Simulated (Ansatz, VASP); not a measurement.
# Sb in VASP and in Ansatz

```
Sb
1.0
    -1.83719    1.83719    1.83719
     1.83719   -1.83719    1.83719
     1.83719    1.83719   -1.83719
Sb
1
Direct
  0.00000 0.00000 0.00000
```

Alike in both runs: task single point; functional r2SCAN; k mesh 13 × 13 × 13; occupations fermi-dirac, width 0.1 eV; no spin polarisation.

|  | VASP | Ansatz |
| --- | --- | --- |
| version | VASP 6.6.1 | Ansatz 0.2.0 |
| potentials or method | VASP PAW PBE potentials, release 64 (Sb), cutoff 520 eV | plane waves (500 eV) with PAW, scalar-relativistic |
| valence electrons in the cell | 5 | 15 |

|  | VASP | Ansatz | Ansatz less VASP |
| --- | --- | --- | --- |
| pressure (GPa) | 5.9 | 6.0 | +0.07 |

VASP's potentials were made for PBE, not for r2SCAN. The functional is the same, so the differences come from potentials, cutoffs and numerics. VASP's potentials hold 5 valence electrons a cell and Ansatz's 15, so a difference there can come from the potentials and not from the codes.

Spin-orbit coupling is off throughout.
